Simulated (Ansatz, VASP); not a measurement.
# Two plane-wave programs on NaH

Contents of POSCAR:

```
NaH
1.0
    0.0000000000      2.4400000000      2.4400000000
    2.4400000000      0.0000000000      2.4400000000
    2.4400000000      2.4400000000      0.0000000000
Na H
1 1
Direct
    0.0000000000      0.0000000000      0.0000000000
    0.5000000000      0.5000000000      0.5000000000
```

The input INCAR.step1:

```
ALGO = Normal ; EDIFF = 1E-5
ENCUT = 520 ; GGA = PE
ISIF = 2 ; ISMEAR = -1
LASPH = T ; LREAL = F
LWAVE = T ; NBANDS = 11
NELM = 60 ; PREC = Accurate
SIGMA = 0.05
```

The input INCAR.step2:

```
AEXX = 0.25 ; ALGO = Normal
EDIFF = 1E-7 ; ENCUT = 520
GGA = PE ; HFSCREEN = 0.2
ISIF = 2 ; ISMEAR = -1
ISTART = 1 ; LASPH = T
LCHARG = T ; LELF = T
LHFCALC = T ; LREAL = F
LVHAR = T ; LWAVE = F
NBANDS = 11 ; NELM = 60
PREC = Accurate ; PRECFOCK = Normal
SIGMA = 0.05
```

File KPOINTS:

```
k-points
0
Gamma
  5 5 5
```

input.yaml

```yaml
crystal:
  lattice:
    - [0.0, 2.44, 2.44]
    - [2.44, 0.0, 2.44]
    - [2.44, 2.44, 0.0]
  atoms:
    - { symbol: Na, position: [0.0, 0.0, 0.0] }
    - { symbol: H, position: [0.5, 0.5, 0.5] }
hamiltonian:
  xc: { exchange: pbe, correlation: pbe, exx: { coeff: 0.25, omega: 0.2 } }
  pseudopotentials: { kind: paw }
kpoints:
  mp_grid: { grid: [5, 5, 5] }
scf:
  occupations: { method: fermi_dirac, width: 0.05 }
output:
  forces: true
  stress: true
  eigenvalues: true
  write_density: true
  write_potential: true
  elf: true
  volumetric_format: npy
```

Alike in both runs: task single point; functional PBE-based screened hybrid with a share of 0.25 of exact exchange and HFSCREEN = 0.2; k mesh 5 × 5 × 5; occupations fermi-dirac, width 0.05 eV; no spin polarisation.

|  | VASP | Ansatz |
| --- | --- | --- |
| version | VASP 6.6.1 | Ansatz 0.2.0 |
| potentials or method | VASP PAW PBE potentials, release 64 (Na_pv, H) | Ansatz PAW |
| plane-wave cutoff (eV) | 520 | 420 |
| valence electrons in the cell | 8 | 10 |

|  | VASP | Ansatz | Ansatz less VASP |
| --- | --- | --- | --- |
| gap on the k mesh at the Fermi level (eV) | 5.62 | 5.63 | +0.003 |
| least direct gap on the mesh (eV) | 6.16 | 6.16 | +0.002 |
| pressure (GPa) | -1.0 | -1.0 | 0.00 |

VASP's potentials were made for PBE, not for PBE-based screened hybrid. VASP's potentials hold 8 valence electrons a cell and Ansatz's 10, so a difference there can come from the potentials and not from the codes.

The k mesh is coarse, so the values compare programs but aren't converged. Noted on Ansatz's run: odd divisions of the mesh miss points on the zone boundary, where band edges often lie, so the gap on the mesh can be too wide.
